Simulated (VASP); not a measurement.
# Mo (Im-3m) in VASP: a series of runs

Runs on Mo. Level: PBEsol. Tasks: relaxation of cell and atoms.

All numbers are computed with VASP 6.6.1; they aren't measurements. Logs are shortened: lines on timing, memory, paths and dates and some standing lists are left out, and cuts for length are marked.

## Step 1: The cell of the first run

The structure is cubic, space group Im-3m (No. 229). The conventional cell has a = 3.064 Å, b = 3.064 Å, c = 3.064 Å, α = 90.00°, β = 90.00°, γ = 90.00°. Within 3.5 Å of Mo (site symmetry m-3m) lie 14 Mo at 2.65 to 3.06 Å.

## Step 2: Relaxation of cell and atoms, PBEsol, target pressure 20 GPa, at which the enthalpy is minimised

Contents of INCAR:

```
  ALGO = Normal
  EDIFF = 1E-6
  EDIFFG = -0.008
  ENCUT = 600
  GGA = PS
  IBRION = 2
  ISIF = 3
  ISMEAR = 0
  LASPH = True
  LCHARG = False
  LREAL = False
  LWAVE = False
  NELM = 60
  NSW = 70
  PREC = Accurate
  PSTRESS = 200.0
  SIGMA = 0.1
```

Contents of KPOINTS:

```
k-points
0
Gamma
  18 18 18
```

Contents of POSCAR:

```
Mo
1.0
   -1.5320955734      1.5320955734      1.5320955734
    1.5320955734     -1.5320955734      1.5320955734
    1.5320955734      1.5320955734     -1.5320955734
Mo
1
Direct
    0.0000000000      0.0000000000      0.0000000000
```

Potentials or basis: VASP PAW PBE potentials, release 64 (Mo_sv).

Launch:

```
cat potpaw_PBE.64/Mo_sv/POTCAR > POTCAR
mpirun -np 1 vasp_std > vasp.out
```

OUTCAR:

```text
EDIFF = 1E-6
   EDIFFG = -0.008
   ENCUT = 600
   GGA = PS
   IBRION = 2
   ISIF = 3
   ISMEAR = 0
   LASPH = True
   LREAL = False
   NELM = 60
   NSW = 70
   PREC = Accurate
   PSTRESS = 200.0

 ion  position               nearest neighbor table
   1  0.000  0.000  0.000-

  LATTYP: Found a body centered cubic cell.
 ALAT       =     3.0641911468

  Lattice vectors:

 A1 = (  -1.5320955734,   1.5320955734,   1.5320955734)
 A2 = (   1.5320955734,  -1.5320955734,   1.5320955734)
 A3 = (   1.5320955734,   1.5320955734,  -1.5320955734)

Analysis of symmetry for initial positions (statically):
=====================================================================
 Subroutine PRICEL returns:
 Original cell was already a primitive cell.

 Routine SETGRP: Setting up the symmetry group for a
 body centered cubic supercell.

 Subroutine GETGRP returns: Found 48 space group operations
[... 9 lines left out ...]

 Routine SETGRP: Setting up the symmetry group for a
 body centered cubic supercell.

 Subroutine GETGRP returns: Found 48 space group operations
[... 11 lines left out ...]
                                     Primitive cell

  volume of cell :      14.3853

  direct lattice vectors                    reciprocal lattice vectors
    -1.532095573  1.532095573  1.532095573     0.000000000  0.326350398  0.326350398
     1.532095573 -1.532095573  1.532095573     0.326350398  0.000000000  0.326350398
     1.532095573  1.532095573 -1.532095573     0.326350398  0.326350398  0.000000000

  length of vectors
     2.653667375  2.653667375  2.653667375     0.461529159  0.461529159  0.461529159

  position of ions in fractional coordinates (direct lattice)
     0.000000000  0.000000000  0.000000000

  ion indices of the primitive-cell ions
   primitive index   ion index
                 1           1

----------------------------------------------------------------------------------------

 KPOINTS: k-points

Automatic generation of k-mesh.
 Grid dimensions read from file:
 generate k-points for:   18   18   18

 Generating k-lattice:

  Cartesian coordinates                     Fractional coordinates (reciprocal lattice)
     0.000000000  0.018130578  0.018130578     0.055555556  0.000000000  0.000000000
     0.018130578  0.000000000  0.018130578     0.000000000  0.055555556  0.000000000
     0.018130578  0.018130578  0.000000000     0.000000000  0.000000000  0.055555556

  Length of vectors
     0.025640509  0.025640509  0.025640509

  Shift w.r.t. Gamma in fractional coordinates (k-lattice)
     0.000000000  0.000000000  0.000000000

 Subroutine IBZKPT returns following result:
 ===========================================

 Found    195 irreducible k-points:

 Following reciprocal coordinates:
            Coordinates               Weight
  0.000000  0.000000  0.000000      1.000000
  0.055556  0.000000  0.000000     12.000000
  0.111111  0.000000  0.000000     12.000000
  0.166667  0.000000  0.000000     12.000000
  0.222222  0.000000  0.000000     12.000000
  0.277778  0.000000  0.000000     12.000000
[... 16 lines left out ...]
  0.333333  0.111111  0.000000     48.000000
  0.388889  0.111111  0.000000     48.000000
 [... further k-points ...]
   k-points           NKPTS =    195   k-points in BZ     NKDIM =    195   number of bands    NBANDS=     11
   number of dos      NEDOS =    301   number of ions     NIONS =      1
   total plane-waves  NPLWV =  13824
   dimension x,y,z NGX =    24 NGY =   24 NGZ =   24
   dimension x,y,z NGXF=    48 NGYF=   48 NGZF=   48
   ions per type =               1
   NGX,Y,Z   is equivalent  to a cutoff of  15.04, 15.04, 15.04 a.u.
   NGXF,Y,Z  is equivalent  to a cutoff of  30.07, 30.07, 30.07 a.u.
 SYSTEM =  unknown system
   PREC   = accura    normal or accurate (medium, high low for compatibility)
   ISTART =      0    job   : 0-new  1-cont  2-samecut
   ICHARG =      2    charge: 1-file 2-atom 10-const
   ISPIN  =      1    spin polarized calculation?
   LNONCOLLINEAR =      F non collinear calculations
   LSORBIT =      F    spin-orbit coupling
   LASPH  =      T    aspherical Exc in radial PAW
   ENCUT  =  600.0 eV  44.10 Ry    6.64 a.u.   5.30  5.30  5.30*2*pi/ulx,y,z
   NELM   =     60;   NELMIN=  2; NELMDL= -5     # of ELM steps
   EDIFF  = 0.1E-05   stopping-criterion for ELM
   LREAL  =      F    real-space projection
   EDIFFG = -.8E-02   stopping-criterion for IOM
   NSW    =     70    number of steps for IOM
   IBRION =      2    ionic relax: 0-MD 1-quasi-New 2-CG
   NFREE  =      1    steps in history (QN), initial steepest desc. (CG)
   ISIF   =      3    stress and relaxation
   ISYM   =      2    0-nonsym 1-usesym 2-fastsym
   POTIM  = 0.5000    time-step for ionic-motion
   TEBEG  =    0.0;   TEEND  =   0.0 temperature during run
   PSTRESS=  200.0 pullay stress
   NELECT =      14.0000    total number of electrons
   NUPDOWN=      -1.0000    fix difference up-down
   EMIN   =  10.00;   EMAX   =-10.00  energy-range for DOS
   EFERMI =   0.00;   METHOD = LEGACY
   ISMEAR =     0;   SIGMA  =   0.10  broadening in eV -4-tet -1-fermi 0-gaus
   EFERMI_NEDOS =   21; number of points for ismear=-14 and -15
   IALGO  =     38    algorithm
   IMIX   =      4    mixing-type and parameters
     AMIX     =   0.40;   BMIX     =  1.00
     AMIX_MAG =   1.60;   BMIX_MAG =  1.00
  volume/ion in A,a.u.               =      14.39        97.08
  Fermi-wavevector in a.u.,A,eV,Ry     =   1.622352  3.065800 35.810871  2.632025
  Thomas-Fermi vector in A             =   2.715979
   LORBIT       =      0    0 simple, 1 ext, 2 COOP (PROOUT), +10 PAW based schemes
   GGA     = PS    functional components
   LHFCALC =     F    Hartree Fock is set to
   AEXX    =    0.0000 exact exchange contribution
   IVDW    =     0    specifies the selected vdW correction
   LEPSILON=     F    determine dielectric tensor
   LRPA    =     F    only Hartree local field effects (RPA)
 conjugate gradient relaxation of ions
 non-spin polarized calculation
 Gauss-broadening in eV      SIGMA  =   0.10
  energy-cutoff  :      600.00
  volume of cell :       14.39
 maximum number of plane-waves:       492
 NGX is ok and might be reduce to    24
   NGX = 11   NGY = 11   NGZ = 11

--------------------------------------- Ionic step        1  -------------------------------------------

 number of electron      14.0000000 magnetization

 Free energy of the ion-electron system (eV)
  ---------------------------------------------------
  ext. energy  EPLUGINS =         0.00000000
  ---------------------------------------------------
  free energy    TOTEN  =       -11.71757670 eV

  energy without entropy =      -11.71572218  energy(sigma->0) =      -11.71664944

------------------------ aborting loop because EDIFF is reached ----------------------------------------

  FORCE on cell =-STRESS in cart. coord.  units (eV):
  Direction    XX          YY          ZZ          XY          YZ          ZX
  --------------------------------------------------------------------------------------
  -------------------------------------------------------------------------------------
  Total        1.8854383      1.8854383      1.8854383     -0.0000000      0.0000000      0.0000000
  in kB      209.9932583    209.9932583    209.9932583     -0.0000000      0.0000000      0.0000000
  external PRESSURE =       9.9932583 kB  Pullay stress =     200.0000000 kB

 VOLUME and BASIS-vectors are now :
 -----------------------------------------------------------------------------
  energy-cutoff  :      600.00
  volume of cell :       14.39
      direct lattice vectors                 reciprocal lattice vectors
    -1.532095573  1.532095573  1.532095573     0.000000000  0.326350398  0.326350398
     1.532095573 -1.532095573  1.532095573     0.326350398  0.000000000  0.326350398
     1.532095573  1.532095573 -1.532095573     0.326350398  0.326350398  0.000000000
[... 44 lines left out ...]
  FREE ENERGIE OF THE ION-ELECTRON SYSTEM (eV)
  ---------------------------------------------------
  free  energy   TOTEN  =       -11.7393951073 eV

  energy  without entropy=      -11.7374823980  energy(sigma->0) =      -11.73843875

  enthalpy is  TOTEN    =        -9.9202621569 eV   P V=        1.8191329504

--------------------------------------- Ionic step        3  -------------------------------------------

 number of electron      14.0000000 magnetization

 Free energy of the ion-electron system (eV)
  ---------------------------------------------------
  ext. energy  EPLUGINS =         0.00000000
  ---------------------------------------------------
  free energy    TOTEN  =       -11.72255780 eV

  energy without entropy =      -11.72069437  energy(sigma->0) =      -11.72162609

 E-fermi :  13.8343     XC(G=0): -13.9885

 val. band max:       13.8124209761   @ k =  -0.3889   0.4444   0.2778
 cond. band min:      13.8765010884   @ k =  -0.3333   0.3889   0.2778
 fundamental gap:      0.0640801123
 Fermi energy:        13.8342880072

 k-point     1 :       0.0000    0.0000    0.0000
  band No.  band energies     occupation
      1     -47.4220      2.00000
      2     -20.4963      2.00000
      3     -20.4963      2.00000
      4     -20.4963      2.00000
      5       6.2712      2.00000
      6      12.2664      2.00000
      7      12.2664      2.00000
      8      12.2664      2.00000
      9      15.5929      0.00000
     10      15.5929      0.00000
     11      28.7142      0.00000

 k-point     2 :       0.0556    0.0000    0.0000
  band No.  band energies     occupation
      1     -47.4113      2.00000
      2     -20.5557      2.00000
      3     -20.5143      2.00000
      4     -20.4969      2.00000
      5       6.4222      2.00000
      6      12.1777      2.00000
      7      12.2518      2.00000
      8      12.4099      2.00000
      9      15.4556      0.00000
     10      15.5938      0.00000
     11      28.8358      0.00000
[... 295 lines left out ...]
 k-point    24 :       0.3889    0.1111    0.0000
  band No.  band energies     occupation
      1     -47.0543      2.00000
      2     -22.1953      2.00000
      3     -21.1189      2.00000
      4     -20.5944      2.00000
      5       8.4105      2.00000
      6      10.1693      2.00000
      7      13.9307      0.17288
      8      15.5305      0.00000
      9      16.8393      0.00000
     10      19.8489      0.00000
     11      26.4968      0.00000

 [... further k-points ...]

------------------------ aborting loop because EDIFF is reached ----------------------------------------

  FORCE on cell =-STRESS in cart. coord.  units (eV):
  Direction    XX          YY          ZZ          XY          YZ          ZX
  --------------------------------------------------------------------------------------
  -------------------------------------------------------------------------------------
  Total        1.7998966      1.7998966      1.7998966     -0.0000000     -0.0000000      0.0000000
  in kB      199.9247827    199.9247827    199.9247827     -0.0000000     -0.0000000      0.0000000
  external PRESSURE =      -0.0752173 kB  Pullay stress =     200.0000000 kB

 VOLUME and BASIS-vectors are now :
 -----------------------------------------------------------------------------
  energy-cutoff  :      600.00
  volume of cell :       14.42
      direct lattice vectors                 reciprocal lattice vectors
    -1.533476677  1.533476677  1.533476677     0.000000000  0.326056475  0.326056475
     1.533476677 -1.533476677  1.533476677     0.326056475  0.000000000  0.326056475
     1.533476677  1.533476677 -1.533476677     0.326056475  0.326056475  0.000000000

 POSITION                                       TOTAL-FORCE (eV/Angst)
 -----------------------------------------------------------------------------------
      0.00000      0.00000      0.00000         0.000000     -0.000000      0.000000
 -----------------------------------------------------------------------------------
    total drift:                               -0.000000     -0.000000      0.000000

  FREE ENERGIE OF THE ION-ELECTRON SYSTEM (eV)
  ---------------------------------------------------
  free  energy   TOTEN  =       -11.7225578040 eV

  energy  without entropy=      -11.7206943673  energy(sigma->0) =      -11.72162609

  enthalpy is  TOTEN    =        -9.9219839908 eV   P V=        1.8005738131

 reached required accuracy - stopping structural energy minimisation
```

Wall time 18 s (1 thread of Intel Xeon 6975P-C (Granite Rapids), shared host); peak memory 0.17 GiB.

What came out:

```yaml
Free_energy: -11.7226 eV
Relaxed_volume: 14.42 Å³/atom
Relaxed_cell: a = 2.656 Å, b = 2.656 Å, c = 2.656 Å, α = 109.47°, β = 109.47°, γ = 109.47°
Space_group_after_relaxing_to_0.05_Å: Im-3m (No. 229)
Energy_change_on_relaxing_the_enthalpy_is_what_falls: -5.0 meV/atom
Ionic_steps: 3
Pressure_after_relaxing: 20.0 GPa
Band_gap_on_the_k_mesh: zero (band 7 reaches 18.29 eV, above the bottom of band 8 at 12.27 eV)
```

The path:
```
step  energy change (eV)  largest force (eV/Å)  pressure (GPa)  volume (Å³)
   1              0.0000                0.0000           21.00        14.39
   2             -0.0218                0.0000           16.34        14.57
   3             -0.0050                0.0000           19.99        14.42
```

Final structure:
```xyz
1
Lattice="-1.5335 1.5335 1.5335 1.5335 -1.5335 1.5335 1.5335 1.5335 -1.5335" Properties=species:S:1:pos:R:3 pbc="T T T"
Mo    0.0000    0.0000    0.0000
```

Levels at points of the mesh, in eV from the Fermi level:
| k point | band 4 | band 5 | band 6 | band 7 | band 8 | band 9 | band 10 | band 11 |
| --- | --- | --- | --- | --- | --- | --- | --- | --- |
| (0.00, 0.00, 0.00) | -34.33 | -7.56 | -1.57 | -1.57 | -1.57 | 1.76 | 1.76 | 14.88 |
| (0.50, 0.00, 0.00) | -34.35 | -5.89 | -3.85 | 1.85 | 1.92 | 2.54 | 5.34 | 12.05 |
| (0.50, 0.50, 0.50) | -35.56 | -6.16 | -6.16 | 4.46 | 4.46 | 4.46 | 9.64 | 9.64 |

Caveat: the cell is relaxed towards a set pressure, so the enthalpy falls and the energy may rise; the PAW data sets were made with another functional, which shifts forces and pressure a little.

## Step 3: Relaxation of cell and atoms, PBEsol, target pressure 10 GPa, at which the enthalpy is minimised

This run uses another cell than the first one, of 14.82 Å³/atom, 1.030 times its volume.

Contents of INCAR:

```
SYSTEM = Mo
  ALGO = Normal
  EDIFF = 1E-7
  EDIFFG = -0.008
  ENCUT = 600
  GGA = PS
  IBRION = 2
  ISIF = 3
  ISMEAR = 0
  LASPH = .True.
  LCHARG = .False.
  LREAL = .False.
  LWAVE = .False.
  NELM = 60
  NSW = 70
  PREC = Accurate
  PSTRESS = 100.0
  SIGMA = 0.1
```

Contents of KPOINTS:

```
k-points
0
Gamma
  18 18 18
  0 0 0
```

Contents of POSCAR:

```
Mo
1.0
   -1.5473119596      1.5473119596      1.5473119596
    1.5473119596     -1.5473119596      1.5473119596
    1.5473119596      1.5473119596     -1.5473119596
Mo
1
Direct
    0.0000000000      0.0000000000      0.0000000000
```

Potentials or basis: VASP PAW PBE potentials, release 64 (Mo_sv).

Launch:

```
cat potpaw_PBE.64/Mo_sv/POTCAR > POTCAR
mpirun -np 1 vasp_std > vasp.out
```

OUTCAR:

```text
SYSTEM = Mo
   EDIFF = 1E-7
   EDIFFG = -0.008
   ENCUT = 600
   GGA = PS
   IBRION = 2
   ISIF = 3
   ISMEAR = 0
   LASPH = .True.
   LREAL = .False.
   NELM = 60
   NSW = 70
   PREC = Accurate
   PSTRESS = 100.0

 ion  position               nearest neighbor table
   1  0.000  0.000  0.000-

  LATTYP: Found a body centered cubic cell.
 ALAT       =     3.0946239192

  Lattice vectors:

 A1 = (  -1.5473119596,   1.5473119596,   1.5473119596)
 A2 = (   1.5473119596,  -1.5473119596,   1.5473119596)
 A3 = (   1.5473119596,   1.5473119596,  -1.5473119596)

Analysis of symmetry for initial positions (statically):
=====================================================================
 Subroutine PRICEL returns:
 Original cell was already a primitive cell.
[... 259 lines left out ...]
 Fermi energy:        13.3367784208

 k-point     1 :       0.0000    0.0000    0.0000
  band No.  band energies     occupation
      1     -47.8982      2.00000
      2     -21.0563      2.00000
      3     -21.0563      2.00000
      4     -21.0563      2.00000
      5       5.8620      2.00000
      6      11.8378      2.00000
      7      11.8378      2.00000
      8      11.8378      2.00000
      9      15.0491      0.00000
     10      15.0491      0.00000
     11      28.1880      0.00000
[... 309 lines left out ...]
 k-point    24 :       0.3889    0.1111    0.0000
  band No.  band energies     occupation
      1     -47.5703      2.00000
      2     -22.6101      2.00000
      3     -21.6271      2.00000
      4     -21.1444      2.00000
      5       8.0856      2.00000
      6       9.8183      2.00000
      7      13.3848      0.49745
      8      14.9758      0.00000
      9      16.2199      0.00000
     10      19.1212      0.00000
     11      25.6827      0.00000

 [... further k-points ...]

------------------------ aborting loop because EDIFF is reached ----------------------------------------

  FORCE on cell =-STRESS in cart. coord.  units (eV):
  Direction    XX          YY          ZZ          XY          YZ          ZX
  --------------------------------------------------------------------------------------
  -------------------------------------------------------------------------------------
  Total        0.9271250      0.9271250      0.9271250      0.0000000     -0.0000000      0.0000000
  in kB      100.0380278    100.0380278    100.0380278      0.0000000     -0.0000000      0.0000000
  external PRESSURE =       0.0380278 kB  Pullay stress =     100.0000000 kB
[... 20 lines left out ...]
  energy  without entropy=      -11.7604368056  energy(sigma->0) =      -11.76145741

  enthalpy is  TOTEN    =       -10.8357054084 eV   P V=        0.9267726010

 reached required accuracy - stopping structural energy minimisation
```

OSZICAR:

```text
N       E                     dE             d eps       ncg     rms          rms(c)
DAV:   1     0.100815989006E+03    0.10082E+03   -0.90381E+03  4338   0.146E+03
DAV:   2    -0.109149421802E+02   -0.11173E+03   -0.10755E+03  4662   0.366E+02
[... 20 lines left out ...]
DAV:   1    -0.117706246902E+02   -0.24259E-02   -0.20919E-01  4497   0.659E+00    0.113E+00
DAV:   2    -0.117630537833E+02    0.75709E-02   -0.15529E-02  4467   0.161E+00    0.185E-01
DAV:   3    -0.117624163769E+02    0.63741E-03   -0.25633E-03  4661   0.641E-01    0.174E-01
DAV:   4    -0.117624779524E+02   -0.61575E-04   -0.41987E-05  4501   0.779E-02    0.623E-03
DAV:   5    -0.117624781935E+02   -0.24114E-06   -0.42567E-06  4794   0.258E-02    0.105E-03
DAV:   6    -0.117624780041E+02    0.18942E-06   -0.43896E-08  2833   0.301E-03    0.548E-04
DAV:   7    -0.117624780094E+02   -0.52369E-08   -0.91560E-09  2267   0.131E-03
   3 F= -.10835705E+02 E0= -.10834685E+02  d E =-.628196E-04
```

CONTCAR:

```text
Mo
   1.00000000000000
    -1.5483694443004397    1.5483694443004397    1.5483694443004397
     1.5483694443004397   -1.5483694443004397    1.5483694443004397
     1.5483694443004397    1.5483694443004397   -1.5483694443004397
  Mo
     1
Direct
     0.0000000000000000    0.0000000000000000    0.0000000000000000

  0.00000000E+00  0.00000000E+00  0.00000000E+00
```

Run time: 22 s. Hardware: 1 thread of Intel Xeon 6975P-C (Granite Rapids), shared host; peak memory 0.17 GiB.

What came out:

```
Free energy                                            : -11.7625 eV
Relaxed volume                                         : 14.85 Å³/atom
Relaxed cell                                           : a = 2.682 Å, b = 2.682 Å, c = 2.682 Å, α = 109.47°, β = 109.47°, γ = 109.47°
Space group after relaxing (to 0.05 Å)                 : Im-3m (No. 229)
Energy change on relaxing (the enthalpy is what falls) : -2.0 meV/atom
Ionic steps                                            : 3
Pressure after relaxing                                : 10.0 GPa
Band gap on the k mesh                                 : zero (band 7 reaches 17.62 eV, above the bottom of band 8 at 11.84 eV)
```

Step by step:
```csv
step,energy change (eV),largest force (eV/Å),pressure (GPa),volume (Å³)
1,0.0000,0.0000,10.67,14.82
2,-0.0077,0.0000,7.78,14.95
3,-0.0020,0.0000,10.00,14.85
```

Final structure:
```yaml
crystal:
  lattice:
    - [-1.54837, 1.54837, 1.54837]
    - [1.54837, -1.54837, 1.54837]
    - [1.54837, 1.54837, -1.54837]
  atoms:
    - { symbol: Mo, position: [0.00000, 0.00000, 0.00000] }
```

Caveat: the cell is relaxed towards a set pressure, so the enthalpy falls and the energy may rise; the PAW data sets were made with another functional, which shifts forces and pressure a little.

[end of part 1 of 2]
